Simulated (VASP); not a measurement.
# Al (I4/mmm) in VASP: a series of runs

The runs below take Al through single point, with PBEsol.

Program: VASP 6.6.1. These are calculated values, not measurements. Logs are shortened: lines on timing, memory, paths and dates and some standing lists are left out, and cuts for length are marked.

## 1. The cell of the first run

The structure is tetragonal, space group I4/mmm (No. 139). The conventional cell has a = 3.214 Å, b = 3.214 Å, c = 3.182 Å, α = 90.00°, β = 90.00°, γ = 90.00°. Within 3.7 Å of Al (site symmetry 4/mmm) lie 14 Al at 2.77 to 3.21 Å.

## 2. Single point, PBEsol (strain +0.0100 x Voigt [1, 1, 0, 0, 0, 0])

File INCAR:

```
SYSTEM = Al
  PREC = Accurate
  ENCUT = 520
  EDIFF = 1E-7
  ISMEAR = 0
  SIGMA = 0.15
  LREAL = .False.
  LASPH = .True.
  NELM = 80
  ALGO = Normal
  ISIF = 2
  LWAVE = .False.
  LCHARG = .True.
  GGA = PS
  LELF = .True.
  LVHAR = .True.
  NBANDS = 8
```

File KPOINTS:

```
Automatic mesh
0
Gamma
  20 20 20
  0 0 0
```

File POSCAR:

```
Al
1.0
   -1.6071308769      1.6071308769      1.5912186900
    1.6071308769     -1.6071308769      1.5912186900
    1.6071308769      1.6071308769     -1.5912186900
Al
1
Direct
    0.0000000000      0.0000000000      0.0000000000
```

Potentials or basis: VASP PAW PBE potentials, release 64 (Al).

The run is started by

```
> cat potpaw_PBE.64/Al/POTCAR > POTCAR
> mpirun -np 1 vasp_std > vasp.out
```

OUTCAR:

```text
SYSTEM = Al
   PREC = Accurate
   ENCUT = 520
   EDIFF = 1E-7
   ISMEAR = 0
   LREAL = .False.
   LASPH = .True.
   NELM = 80
   ISIF = 2
   GGA = PS

 ion  position               nearest neighbor table
   1  0.000  0.000  0.000-

  LATTYP: Found a body centered tetragonal cell.
 ALAT       =     3.2142617538
 C/A-ratio  =     0.9900990099

  Lattice vectors:

 A1 = (  -1.6071308769,   1.6071308769,   1.5912186900)
 A2 = (   1.6071308769,  -1.6071308769,   1.5912186900)
 A3 = (   1.6071308769,   1.6071308769,  -1.5912186900)

Analysis of symmetry for initial positions (statically):
=====================================================================
 Subroutine PRICEL returns:
 Original cell was already a primitive cell.

 Routine SETGRP: Setting up the symmetry group for a
 body centered tetragonal supercell.

 Subroutine GETGRP returns: Found 16 space group operations
 (whereof 16 operations were pure point group operations)
 out of a pool of 16 trial point group operations.

The static configuration has the point symmetry D_4h.

Analysis of symmetry for dynamics (positions and initial velocities):
=====================================================================
 Subroutine PRICEL returns:
 Original cell was already a primitive cell.

 Routine SETGRP: Setting up the symmetry group for a
 body centered tetragonal supercell.

 Subroutine GETGRP returns: Found 16 space group operations
 (whereof 16 operations were pure point group operations)
 out of a pool of 16 trial point group operations.

The dynamic configuration has the point symmetry D_4h.

 Subroutine INISYM returns: Found 16 space group operations
 (whereof 16 operations are pure point group operations),
 and found     1 'primitive' translations

----------------------------------------------------------------------------------------

                                     Primitive cell

  volume of cell :      16.4396

  direct lattice vectors                    reciprocal lattice vectors
    -1.607130877  1.607130877  1.591218690     0.000000000  0.311113430  0.314224565
     1.607130877 -1.607130877  1.591218690     0.311113430  0.000000000  0.314224565
     1.607130877  1.607130877 -1.591218690     0.311113430  0.311113430  0.000000000

  length of vectors
     2.774475848  2.774475848  2.774475848     0.442186209  0.442186209  0.439980833

  position of ions in fractional coordinates (direct lattice)
     0.000000000  0.000000000  0.000000000

  ion indices of the primitive-cell ions
   primitive index   ion index
                 1           1

----------------------------------------------------------------------------------------

 KPOINTS: Automatic mesh

Automatic generation of k-mesh.
 Grid dimensions read from file:
 generate k-points for:   20   20   20

 Generating k-lattice:

  Cartesian coordinates                     Fractional coordinates (reciprocal lattice)
     0.000000000  0.015555672  0.015711228     0.050000000  0.000000000 -0.000000000
     0.015555672  0.000000000  0.015711228     0.000000000  0.050000000 -0.000000000
     0.015555672  0.015555672  0.000000000     0.000000000  0.000000000  0.050000000

  Length of vectors
     0.022109310  0.022109310  0.021999042

  Shift w.r.t. Gamma in fractional coordinates (k-lattice)
     0.000000000  0.000000000  0.000000000

 Subroutine IBZKPT returns following result:
 ===========================================

 Found    641 irreducible k-points:

 Following reciprocal coordinates:
            Coordinates               Weight
  0.000000  0.000000  0.000000      1.000000
  0.050000  0.000000 -0.000000      8.000000
  0.100000  0.000000  0.000000      8.000000
  0.150000  0.000000  0.000000      8.000000
  0.200000  0.000000  0.000000      8.000000
  0.250000 -0.000000  0.000000      8.000000
[... 16 lines left out ...]
 -0.400000  0.050000  0.000000     16.000000
 -0.350000  0.050000  0.000000     16.000000
 [... further k-points ...]
   k-points           NKPTS =    641   k-points in BZ     NKDIM =    641   number of bands    NBANDS=      8
   number of dos      NEDOS =    301   number of ions     NIONS =      1
   total plane-waves  NPLWV =  13824
   dimension x,y,z NGX =    24 NGY =   24 NGZ =   24
   dimension x,y,z NGXF=    48 NGYF=   48 NGZF=   48
   ions per type =               1
   NGX,Y,Z   is equivalent  to a cutoff of  14.38, 14.38, 14.38 a.u.
   NGXF,Y,Z  is equivalent  to a cutoff of  28.76, 28.76, 28.76 a.u.
 SYSTEM =  Al
   PREC   = accura    normal or accurate (medium, high low for compatibility)
   ISTART =      0    job   : 0-new  1-cont  2-samecut
   ICHARG =      2    charge: 1-file 2-atom 10-const
   ISPIN  =      1    spin polarized calculation?
   LNONCOLLINEAR =      F non collinear calculations
   LSORBIT =      F    spin-orbit coupling
   LASPH  =      T    aspherical Exc in radial PAW
   ENCUT  =  520.0 eV  38.22 Ry    6.18 a.u.   5.16  5.16  5.16*2*pi/ulx,y,z
   NELM   =     80;   NELMIN=  2; NELMDL= -5     # of ELM steps
   EDIFF  = 0.1E-06   stopping-criterion for ELM
   LREAL  =      F    real-space projection
   EDIFFG = 0.1E-05   stopping-criterion for IOM
   NSW    =      0    number of steps for IOM
   IBRION =     -1    ionic relax: 0-MD 1-quasi-New 2-CG
   NFREE  =      0    steps in history (QN), initial steepest desc. (CG)
   ISIF   =      2    stress and relaxation
   ISYM   =      2    0-nonsym 1-usesym 2-fastsym
   POTIM  = 0.5000    time-step for ionic-motion
   TEBEG  =    0.0;   TEEND  =   0.0 temperature during run
   PSTRESS=    0.0 pullay stress
   NELECT =       3.0000    total number of electrons
   NUPDOWN=      -1.0000    fix difference up-down
   EMIN   =  10.00;   EMAX   =-10.00  energy-range for DOS
   EFERMI =   0.00;   METHOD = LEGACY
   ISMEAR =     0;   SIGMA  =   0.15  broadening in eV -4-tet -1-fermi 0-gaus
   EFERMI_NEDOS =   21; number of points for ismear=-14 and -15
   IALGO  =     38    algorithm
   IMIX   =      4    mixing-type and parameters
     AMIX     =   0.40;   BMIX     =  1.00
     AMIX_MAG =   1.60;   BMIX_MAG =  1.00
  volume/ion in A,a.u.               =      16.44       110.94
  Fermi-wavevector in a.u.,A,eV,Ry     =   0.928577  1.754756 11.731688  0.862255
  Thomas-Fermi vector in A             =   2.054768
   LORBIT       =      0    0 simple, 1 ext, 2 COOP (PROOUT), +10 PAW based schemes
   GGA     = PS    functional components
   LHFCALC =     F    Hartree Fock is set to
   AEXX    =    0.0000 exact exchange contribution
   IVDW    =     0    specifies the selected vdW correction
   LEPSILON=     F    determine dielectric tensor
   LRPA    =     F    only Hartree local field effects (RPA)
 non-spin polarized calculation
 Gauss-broadening in eV      SIGMA  =   0.15
  energy-cutoff  :      520.00
  volume of cell :       16.44
 maximum number of plane-waves:       466
 NGX is ok and might be reduce to    24
   NGX = 11   NGY = 11   NGZ = 11

 number of electron       3.0000000 magnetization

 Free energy of the ion-electron system (eV)
  ---------------------------------------------------
  ext. energy  EPLUGINS =         0.00000000
  ---------------------------------------------------
  free energy    TOTEN  =        -3.99542333 eV

  energy without entropy =       -3.99037752  energy(sigma->0) =       -3.99290043

 E-fermi :   7.9939     XC(G=0): -10.2740

 val. band max:        7.9830217012   @ k =  -0.3500  -0.4500   0.1500
 cond. band min:       7.9967580355   @ k =  -0.4500  -0.4500   0.3500
 fundamental gap:      0.0137363343
 Fermi energy:         7.9938856082

 k-point     1 :       0.0000    0.0000    0.0000
  band No.  band energies     occupation
      1      -3.1625      2.00000
      2      21.0995      0.00000
      3      21.3327      0.00000
      4      21.3327      0.00000
      5      22.6823      0.00000
      6      22.6823      0.00000
      7      22.7918      0.00000
      8      24.1592      0.00000

 k-point     2 :       0.0500    0.0000   -0.0000
  band No.  band energies     occupation
      1      -3.0901      2.00000
      2      20.3537      0.00000
      3      20.5881      0.00000
      4      20.9431      0.00000
      5      22.3794      0.00000
      6      23.1558      0.00000
      7      23.3939      0.00000
      8      23.6605      0.00000

 k-point     3 :       0.1000    0.0000    0.0000
  band No.  band energies     occupation
      1      -2.8732      2.00000
      2      18.4906      0.00000
      3      19.7083      0.00000
      4      20.2156      0.00000
      5      21.6390      0.00000
      6      22.7717      0.00000
      7      23.7948      0.00000
      8      24.4874      0.00000

 k-point     4 :       0.1500    0.0000    0.0000
  band No.  band energies     occupation
      1      -2.5125      2.00000
      2      16.4214      0.00000
      3      18.8746      0.00000
      4      19.3873      0.00000
      5      20.8370      0.00000
      6      22.0622      0.00000
      7      24.3876      0.00000
      8      24.7767      0.00000

 k-point     5 :       0.2000    0.0000    0.0000
  band No.  band energies     occupation
      1      -2.0090      2.00000
      2      14.3498      0.00000
      3      18.1404      0.00000
      4      18.5896      0.00000
      5      20.0877      0.00000
      6      21.4214      0.00000
      7      25.0215      0.00000
      8      25.1919      0.00000

 k-point     6 :       0.2500   -0.0000    0.0000
  band No.  band energies     occupation
      1      -1.3643      2.00000
      2      12.3449      0.00000
      3      17.5168      0.00000
      4      17.8791      0.00000
      5      19.4315      0.00000
      6      20.8449      0.00000
      7      25.6238      0.00000
      8      25.8323      0.00000

 k-point     7 :       0.3000    0.0000    0.0000
  band No.  band energies     occupation
      1      -0.5803      2.00000
      2      10.4342      0.00000
      3      17.0069      0.00000
      4      17.2809      0.00000
      5      18.8850      0.00000
      6      20.3457      0.00000
      7      26.2398      0.00000
      8      26.6605      0.00000

 k-point     8 :       0.3500    0.0000    0.0000
  band No.  band energies     occupation
      1       0.3406      2.00000
      2       8.6312      0.00000
      3      16.6114      0.00000
      4      16.8073      0.00000
      5      18.4559      0.00000
      6      19.9396      0.00000
      7      26.9354      0.00000
      8      27.5948      0.00000

 k-point     9 :       0.4000    0.0000   -0.0000
  band No.  band energies     occupation
      1       1.3949      2.00000
      2       6.9445      2.00000
      3      16.3305      0.00000
      4      16.4644      0.00000
      5      18.1477      0.00000
      6      19.6398      0.00000
      7      27.6865      0.00000
      8      28.5994      0.00000

 k-point    10 :       0.4500   -0.0000    0.0000
  band No.  band energies     occupation
      1       2.5748      2.00000
      2       5.3844      2.00000
      3      16.1638      0.00000
      4      16.2559      0.00000
      5      17.9622      0.00000
      6      19.4562      0.00000
      7      28.3941      0.00000
      8      29.5691      0.00000
[... 78 lines left out ...]
 k-point    18 :       0.3500    0.0500    0.0000
  band No.  band energies     occupation
      1       0.9090      2.00000
      2       7.8139      1.91022
      3      15.3997      0.00000
      4      16.6090      0.00000
      5      18.8227      0.00000
      6      20.4333      0.00000
      7      26.4606      0.00000
      8      28.8834      0.00000

 k-point    19 :       0.4000    0.0500   -0.0000
  band No.  band energies     occupation
      1       2.0280      2.00000
      2       6.1902      2.00000
      3      15.1327      0.00000
      4      16.3768      0.00000
      5      18.5610      0.00000
      6      20.2166      0.00000
      7      27.3265      0.00000
      8      29.6012      0.00000

 k-point    20 :       0.4500    0.0500    0.0000
  band No.  band energies     occupation
      1       3.2560      2.00000
      2       4.7100      2.00000
      3      14.9927      0.00000
      4      16.2671      0.00000
      5      18.4250      0.00000
      6      20.1120      0.00000
      7      28.1448      0.00000
      8      29.7056      0.00000

 k-point    21 :       0.5000    0.0500    0.0000
  band No.  band energies     occupation
      1       3.2437      2.00000
      2       4.7237      2.00000
      3      14.9806      0.00000
      4      16.2801      0.00000
      5      18.4160      0.00000
      6      20.1236      0.00000
      7      28.3413      0.00000
      8      29.5224      0.00000

 k-point    22 :      -0.4500    0.0500   -0.0000
  band No.  band energies     occupation
      1       2.0162      2.00000
      2       6.2058      2.00000
      3      15.0963      0.00000
      4      16.4158      0.00000
      5      18.5340      0.00000
      6      20.2515      0.00000
      7      27.6197      0.00000
      8      29.3361      0.00000

 k-point    23 :      -0.4000    0.0500    0.0000
  band No.  band energies     occupation
      1       0.8985      2.00000
      2       7.8307      1.87601
      3      15.3390      0.00000
      4      16.6741      0.00000
      5      18.7780      0.00000
      6      20.4917      0.00000
      7      26.7414      0.00000
      8      28.6273      0.00000

 k-point    24 :      -0.3500    0.0500    0.0000
  band No.  band energies     occupation
      1      -0.0886      2.00000
      2       9.5759      0.00000
      3      15.7069      0.00000
      4      17.0544      0.00000
      5      19.1455      0.00000
      6      20.8351      0.00000
      7      25.9087      0.00000
      8      27.7990      0.00000

 [... further k-points ...]
[... 5 lines left out ...]
  --------------------------------------------------------------------------------------
  -------------------------------------------------------------------------------------
  Total        0.0848193      0.0848193      0.0422713      0.0000000      0.0000000      0.0000000
  in kB        8.2663346      8.2663346      4.1196860      0.0000000      0.0000000      0.0000000
  external PRESSURE =       6.8841184 kB  Pullay stress =       0.0000000 kB

 VOLUME and BASIS-vectors are now :
 -----------------------------------------------------------------------------
  energy-cutoff  :      520.00
  volume of cell :       16.44
      direct lattice vectors                 reciprocal lattice vectors
    -1.607130877  1.607130877  1.591218690     0.000000000  0.311113430  0.314224565
     1.607130877 -1.607130877  1.591218690     0.311113430  0.000000000  0.314224565
     1.607130877  1.607130877 -1.591218690     0.311113430  0.311113430  0.000000000

 POSITION                                       TOTAL-FORCE (eV/Angst)
 -----------------------------------------------------------------------------------
      0.00000      0.00000      0.00000        -0.000000     -0.000000      0.000000
 -----------------------------------------------------------------------------------
    total drift:                                0.000000     -0.000000      0.000000

  FREE ENERGIE OF THE ION-ELECTRON SYSTEM (eV)
  ---------------------------------------------------
  free  energy   TOTEN  =        -3.9954233342 eV

  energy  without entropy=       -3.9903775181  energy(sigma->0) =       -3.99290043
```

Wall time 34 s (1 thread of Intel Xeon 6975P-C, shared host); peak memory 0.19 GiB.

What came out:

```yaml
Free_energy: -3.9954 eV
Pressure: 0.7 GPa
```

Stress tensor (GPa, compression positive):
```
0.83 0.00 0.00
0.00 0.83 0.00
0.00 0.00 0.41
```

Levels at points of the mesh, in eV from the Fermi level:
```csv
k point,band 1,band 2,band 3,band 4
"(0.00, 0.00, 0.00)",-11.16,13.11,13.34,13.34
"(0.50, 0.00, 0.00)",-4.32,-3.84,8.12,8.19
"(0.50, 0.50, 0.00)",-4.37,-3.93,8.30,8.40
"(0.50, 0.50, 0.50)",1.78,1.78,2.05,2.91
```

Caveat: the cell differs from its parent crystal (strain +0.0100 x Voigt [1, 1, 0, 0, 0, 0]); the PAW data sets were made with another functional, which shifts forces and pressure a little.

[end of part 1 of 2]
